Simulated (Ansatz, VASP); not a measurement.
One calculation of BN, two programs

Contents of INCAR:

```
SYSTEM = BN
ALGO = Normal
EDIFF = 1E-7
ENCUT = 520
GGA = PE
ISIF = 2
ISMEAR = 0
LASPH = .True.
LCHARG = .False.
LREAL = .False.
LWAVE = .False.
NBANDS = 16
NELM = 100
PREC = Accurate
SIGMA = 0.02
```

KPOINTS

```
k-points
0
Gamma
  12 12 4
  0 0 0
```

POSCAR

```
BN
1.0
    2.6001449857     -0.0164011457     -0.0230868035
   -1.3142763017      2.2522722513     -0.0101418025
   -0.0614162640     -0.0666120000      6.8594373120
B N
2 2
Direct
    0.3390050550      0.6803903096      0.2480634120
    0.6735046276      0.3307232587      0.7488725755
    0.3319442597      0.6731457387      0.7513000661
    0.6555397583      0.3157360815      0.2517624452
```

Input for Ansatz:

```yaml
crystal:
  lattice:
    - [2.6001449857, -0.0164011457, -0.0230868035]
    - [-1.3142763017, 2.2522722513, -0.0101418025]
    - [-0.061416264, -0.066612, 6.859437312]
  atoms:
    - { symbol: B, position: [0.339005055, 0.6803903096, 0.248063412] }
    - { symbol: B, position: [0.6735046276, 0.3307232587, 0.7488725755] }
    - { symbol: "N", position: [0.3319442597, 0.6731457387, 0.7513000661] }
    - { symbol: "N", position: [0.6555397583, 0.3157360815, 0.2517624452] }
basis:
  ecutwfc: 420
kpoints:
  mp_grid: { grid: [12, 12, 4] }
hamiltonian:
  xc: pbe
scf:
  occupations: { method: gaussian, width: 0.02 }
output:
  forces: true
  stress: true
  eigenvalues: true
  populations: true
```

Change from the starting cell: all atoms moved at random, cell strained at random.

Alike in both runs: task single point; functional PBE; k mesh 12 × 12 × 4; occupations gaussian, width 0.02 eV; no spin polarisation.

|  | VASP | Ansatz |
| --- | --- | --- |
| version | VASP 6.6.1 | Ansatz 0.2.0 |
| potentials or method | VASP PAW PBE potentials, release 64 (B, N), cutoff 520 eV | scalar-relativistic, plane waves, PAW |
| valence electrons in the cell | 16 | 16 |

|  | VASP | Ansatz | Ansatz less VASP |
| --- | --- | --- | --- |
| gap on the k mesh at the Fermi level (eV) | 3.94 | 3.94 | +0.005 |
| least direct gap on the mesh (eV) | 4.26 | 4.26 | +0.005 |
| pressure (GPa) | -17.6 | -17.6 | -0.02 |
| traceless stress, the component that is largest in VASP (GPa) | 19.25 | 19.39 | +0.141 |
| rms of the force components (eV/Å) | 1.106 | 1.105 | -0.0005 |

Atom by atom the forces differ by 0.001 eV/Å (rms over components). The functional is the same, so the differences come from potentials, cutoffs and numerics.
